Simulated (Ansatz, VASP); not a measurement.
Ir: VASP beside Ansatz

```
Ir
1.0
     2.48152    0.00000    0.00000
     0.00000    2.48152    0.00000
     0.00000    0.00000    2.48152
Ir
1
Direct
  0.00000 0.00000 0.00000
```

Alike in both runs: task relaxation of cell and atoms; functional revPBE; k mesh 13 × 13 × 13; occupations fermi-dirac, width 0.1 eV; no spin polarisation.

|  | VASP | Ansatz |
| --- | --- | --- |
| version | VASP 6.6.1 | Ansatz 0.2.0 |
| potentials or method | VASP PAW PBE potentials, release 64 (Ir), cutoff 500 eV | plane waves (420 eV) with PAW, scalar-relativistic |
| valence electrons in the cell | 9 | 17 |

```tsv
	VASP	Ansatz	Ansatz less VASP
relaxed volume (Å³/atom)	17.20	17.20	-0.004
relaxed cell length with the largest relative difference (Å)	2.582	2.581	-0.0002
```

VASP's potentials were made for PBE, not for revPBE. VASP's potentials hold 9 valence electrons a cell and Ansatz's 17, so a difference there can come from the potentials and not from the codes.

Neither program's run includes spin-orbit coupling.
